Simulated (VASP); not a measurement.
Al2BN3:

```
Al B N
1.0
     5.37134    0.00000    0.00000
    -2.68567    4.65172    0.00000
     0.00000    0.00000    2.48484
Al B N
2 1 3
Cartesian
  0.0000 3.1011 0.0000
  2.6857 1.5506 0.0000
  0.0000 0.0000 0.0000
  2.6857 0.0000 1.2424
  -1.3428 2.3259 1.2424
  1.3428 2.3259 1.2424
```

| Item | Value |
| --- | --- |
| Program | VASP 6.6.1 |
| Task | relaxation of cell and atoms |
| Functional | PBE |
| Potentials or basis | VASP PAW PBE potentials, release 64 (Al, B, N) |
| Cutoff | 600 eV |
| k mesh | 12 × 12 × 16 |
| Occupations | gaussian, width 0.1 eV |
| Spin | no spin polarisation |

At the start: pressure 0.4 GPa; volume 10.35 Å³/atom.

Q: Where does the relaxation end?

A: Over 20 steps the energy falls by 12.8 meV/atom and the volume is 10.12 Å³/atom (-2.2 %); space group P6/mmm (No. 191, to 0.05 Å).

Step by step:
```tsv
step	energy change (eV)	largest force (eV/Å)	pressure (GPa)	volume (Å³)
1	0.0000	0.0000	0.44	62.09
2	-0.0153	0.0000	-0.41	62.34
3	-0.0208	0.0000	-1.07	62.51
4	-0.0242	0.0000	-2.23	62.86
5	-0.0350	0.0000	-1.01	62.27
6	-0.0406	0.0000	0.31	61.64
7	-0.0409	0.0000	0.71	61.46
8	-0.0409	0.0000	0.82	61.40
9	-0.0437	0.0000	0.53	61.42
10	-0.0612	0.0000	-0.47	61.45
11	-0.0513	0.0000	-2.76	61.45
12	-0.0705	0.0000	-1.12	61.46
13	-0.0729	0.0000	-1.56	61.46
14	-0.0730	0.0000	-1.66	61.46
15	-0.0734	0.0000	-1.67	61.40
16	-0.0734	0.0000	-1.69	61.40
17	-0.0742	0.0000	-1.48	61.31
18	-0.0760	0.0000	-0.85	61.07
19	-0.0766	0.0000	0.42	60.59
20	-0.0768	0.0000	-0.01	60.75
```

Final structure:
```xyz
6
Lattice="5.0939 0.0000 0.0000 -2.5469 4.4114 0.0000 0.0000 0.0000 2.7034" Properties=species:S:1:pos:R:3 pbc="T T T"
Al    0.0000    2.9409    0.0000
Al    2.5469    1.4705    0.0000
B     0.0000    0.0000    0.0000
N     2.5469    0.0000    1.3517
N    -1.2735    2.2057    1.3517
N     1.2735    2.2057    1.3517
```
